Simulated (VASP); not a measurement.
Wanted: the native input for a VASP 6.6.1 run.

```
Task                   : single point
Functional             : PBE
Dispersion             : D3(BJ)
Potentials or basis    : VASP PAW PBE potentials, release 64 (Ti_sv)
Cutoff                 : 520 eV
k mesh                 : 4 × 4 × 1
Occupations            : gaussian, width 0.1 eV
Spin                   : no spin polarisation
Dipole correction      : yes
Further INCAR settings : LREAL = Auto; ALGO = Normal; EDIFF = 1e-06; NBANDS = 110
```

The structure of Ti lies in POSCAR:

```
Ti
1.0
    5.7729299511      0.0000000000      0.0000000000
   -2.8864649755      4.9995039919      0.0000000000
    0.0000000000      0.0000000000     25.4749747967
Ti
16
Direct
    0.3333333333      0.1666666667      0.3140336767
    0.3333333333      0.6666666667      0.3140336767
    0.8333333333      0.1666666667      0.3140336767
    0.8333333333      0.6666666667      0.3140336767
    0.1666666667      0.3333333333      0.4038096697
    0.1666666667      0.8333333333      0.4038096697
    0.6666666667      0.3333333333      0.4038096697
    0.6666666667      0.8333333333      0.4038096697
    0.3325657765      0.1636962481      0.4968231655
    0.3307459860      0.6613227420      0.4966611036
    0.8313234858      0.1636551979      0.4968223457
    0.8380566842      0.6759327599      0.4974499495
    0.1650321034      0.3297295502      0.5831702951
    0.1755860044      0.8310599624      0.5844135692
    0.6709536413      0.3415252266      0.5795779339
    0.6557471300      0.8309961811      0.5844239302
```

These files were run (other wordings do the same):

INCAR

```
SYSTEM = Ti
PREC     = Accurate       ! precision mode
ENCUT    = 520            ! plane-wave cutoff, eV
EDIFF    = 1E-6           ! SCF threshold, eV
ISMEAR   = 0              ! smearing method
SIGMA    = 0.1            ! smearing width, eV
LREAL    = Auto         
LASPH    = .TRUE.         ! aspherical terms in the spheres
NELM     = 60             ! most SCF steps
ALGO     = Normal         ! electronic algorithm
ISIF     = 2              ! what is computed and relaxed
LWAVE    = .FALSE.        ! write WAVECAR
LCHARG   = .FALSE.        ! write CHGCAR
LDIPOL   = .TRUE.       
IDIPOL   = 3            
DIPOL    = 0.5 0.5 0.449
GGA      = PE             ! functional
IVDW     = 12             ! dispersion correction
NBANDS   = 110            ! bands
```

KPOINTS

```
regular mesh
0
G
  4 4 1
  0 0 0
```

Potentials or basis: VASP PAW PBE potentials, release 64 (Ti_sv).

Launch:

```console
$ cat potpaw_PBE.64/Ti_sv/POTCAR > POTCAR
$ mpirun -np 1 vasp_std > vasp.out
```

Results of the run:

- Largest force: 0.522 eV/Å
- Band gap on the k mesh: zero (bands 96 and 97 overlap by 0.66 eV)
- Dispersion energy per atom: -0.467 eV

Run time: 60 min on 1 thread of AMD EPYC 9R45 96-Core Processor (Zen 5), on a shared host, peak memory 1.1 GiB.
